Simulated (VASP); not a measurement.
The system is ScAu3.

```
CELL_PARAMETERS angstrom
0.00000 3.31449 3.31449
3.31449 0.00000 3.31449
3.31449 3.31449 0.00000
ATOMIC_POSITIONS crystal
Sc 0.00000 0.00000 0.00000
Au 0.25000 0.25000 0.25000
Au 0.75000 0.75000 0.75000
Au 0.50000 0.50000 0.50000
```

- Program: VASP 6.6.1
- Task: relaxation of cell and atoms
- Functional: LDA
- Potentials or basis: VASP PAW LDA potentials, release 64 (Sc_sv, Au)
- Cutoff: 600 eV
- k mesh: 11 × 11 × 11
- Occupations: gaussian, width 0.05 eV
- Spin: no spin polarisation

At the start: pressure -7.6 GPa; volume 18.21 Å³/atom.

**Question.** Where does the relaxation end?

**Answer.** Over 3 steps the energy falls by 25.0 meV/atom and the volume is 17.23 Å³/atom (-5.4 %); space group Fm-3m (No. 225, to 0.05 Å).

The path:
```csv
step,energy change (eV),largest force (eV/Å),pressure (GPa),volume (Å³)
1,0.0000,0.0000,-7.60,72.82
2,0.0866,0.0000,13.55,64.10
3,-0.1000,0.0000,-0.14,68.91
```

Final structure:
```xyz
4
Lattice="0.0000 3.2541 3.2541 3.2541 0.0000 3.2541 3.2541 3.2541 0.0000" Properties=species:S:1:pos:R:3 pbc="T T T"
Sc    0.0000    0.0000    0.0000
Au    1.6270    1.6270    1.6270
Au    4.8811    4.8811    4.8811
Au    3.2541    3.2541    3.2541
```
